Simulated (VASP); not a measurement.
A run of VASP 6.6.1 is set up as follows.

Contents of INCAR:

```
SYSTEM = HfOs
ALGO     = Normal         ! electronic algorithm
EDIFF    = 1E-6           ! SCF threshold, eV
ENCUT    = 600            ! plane-wave cutoff, eV
GGA      = CA             ! functional
GGA_COMPAT= .FALSE.      
ISIF     = 2              ! what is computed and relaxed
ISMEAR   = -1             ! smearing method
LASPH    = .TRUE.         ! aspherical terms in the spheres
LCHARG   = .FALSE.        ! write CHGCAR
LREAL    = .FALSE.        ! projectors in reciprocal space
LWAVE    = .FALSE.        ! write WAVECAR
NBANDS   = 16             ! bands
NELM     = 120            ! most SCF steps
PREC     = Accurate       ! precision mode
SIGMA    = 0.15           ! smearing width, eV
```

File KPOINTS:

```
k-points
0
G
  7 7 7
  0 0 0
```

POSCAR

```
HfOs
1.0
    3.2018945825      0.0000000000      0.0000000000
    0.0000000000      3.2018945825      0.0000000000
    0.0000000000      0.0000000000      3.2018945825
Hf Os
1 1
Direct
    0.0000000000      0.0000000000      0.0000000000
    0.5000000000      0.5000000000      0.5000000000
```

Potentials or basis: VASP PAW LDA potentials, release 64 (Hf_pv, Os).

The run is started by

```bash
$ cat potpaw_LDA.64/Hf_pv/POTCAR potpaw_LDA.64/Os/POTCAR > POTCAR
$ mpirun -np 1 vasp_std > vasp.out
```

Q: Estimate the band gap on the k mesh.

A: Zero (bands 9 and 10 overlap by 0.54 eV).

Q: Predict the pressure.

A: -0.2 GPa.

Caveat: spin-orbit coupling is left out, which moves the levels of the heavy elements.
